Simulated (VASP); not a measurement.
Here is a VASP 6.6.1 calculation.

The input INCAR:

```
ALGO = Normal
EDIFF = 1E-7
ENCUT = 520
GGA = PE
ISIF = 2
ISMEAR = 0
LASPH = T
LCHARG = F
LREAL = F
LWAVE = F
NBANDS = 15
NELM = 100
PREC = Accurate
SIGMA = 0.02
```

File KPOINTS:

```
k-points
0
Gamma
  8 8 8
```

The input POSCAR:

```
BaTe
1.0
    0.0000000000      3.5325585081      3.5325585081
    3.5325585081      0.0000000000      3.5325585081
    3.5325585081      3.5325585081      0.0000000000
Ba Te
1 1
Direct
    0.0000000000      0.0000000000      0.0000000000
    0.5000000000      0.5000000000      0.5000000000
```

Potentials or basis: VASP PAW PBE potentials, release 64 (Ba_sv, Te).

Command:

```bash
$ cat potpaw_PBE.64/Ba_sv/POTCAR potpaw_PBE.64/Te/POTCAR > POTCAR
$ mpirun -np 1 vasp_std > vasp.out
```

Task: What does it give for the pressure?

Result: 0.3 GPa.

Task: Estimate the band gap on the k mesh.

Result: 1.58 eV, indirect (least direct gap 1.96 eV).

Caveat: spin-orbit coupling is left out, which moves the levels of the heavy elements. A k mesh can miss the band edges.
